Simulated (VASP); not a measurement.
# ZrAg3: single point with PBE

ZrAg3:

```xyz
4
Lattice="4.2149 0.0000 0.0000 0.0000 4.2149 0.0000 0.0000 0.0000 4.2149" Properties=species:S:1:pos:R:3 pbc="T T T"
Zr    0.0000    0.0000    0.0000
Ag    0.0000    2.1074    2.1074
Ag    2.1074    2.1074    0.0000
Ag    2.1074    0.0000    2.1074
```

| Quantity | Value |
| --- | --- |
| Program | VASP 6.6.1 |
| Task | single point |
| Functional | PBE |
| Potentials or basis | VASP PAW PBE potentials, release 64 (Zr_sv, Ag) |
| Cutoff | 520 eV |
| k mesh | 8 × 8 × 8 |
| Occupations | gaussian, width 0.05 eV |
| Spin | no spin polarisation |
| Dipole correction | no |
| Further INCAR settings | ALGO = Fast; EDIFF = 1e-07; NBANDS = 30 |

```
Pressure               : 4.2 GPa
Band gap on the k mesh : zero (an odd number of electrons rules out a gap without spin polarisation)
```

Levels at points of the mesh, in eV from the Fermi level:
| k point | band 19 | band 20 | band 21 | band 22 | band 23 | band 24 | band 25 | band 26 | band 27 | band 28 |
| --- | --- | --- | --- | --- | --- | --- | --- | --- | --- | --- |
| (0.00, 0.00, 0.00) | -3.16 | -3.16 | 0.58 | 0.58 | 1.69 | 1.69 | 1.69 | 2.33 | 2.33 | 2.33 |
| (0.50, 0.00, 0.00) | -3.77 | -3.73 | -3.16 | -0.06 | -0.06 | 0.17 | 1.57 | 2.19 | 5.43 | 5.98 |
| (0.50, 0.50, 0.00) | -4.00 | -3.85 | -2.35 | -0.79 | -0.79 | 0.45 | 0.45 | 1.61 | 2.97 | 3.69 |
| (0.50, 0.50, 0.50) | -3.39 | -0.43 | -0.29 | -0.29 | -0.29 | -0.08 | -0.08 | -0.08 | 2.25 | 2.25 |

Run time: 53 s on 1 thread of Intel(R) Xeon(R) 6975P-C (Granite Rapids), with other jobs on the host, peak memory 0.22 GiB.

Caveat: the cell stands under pressure.
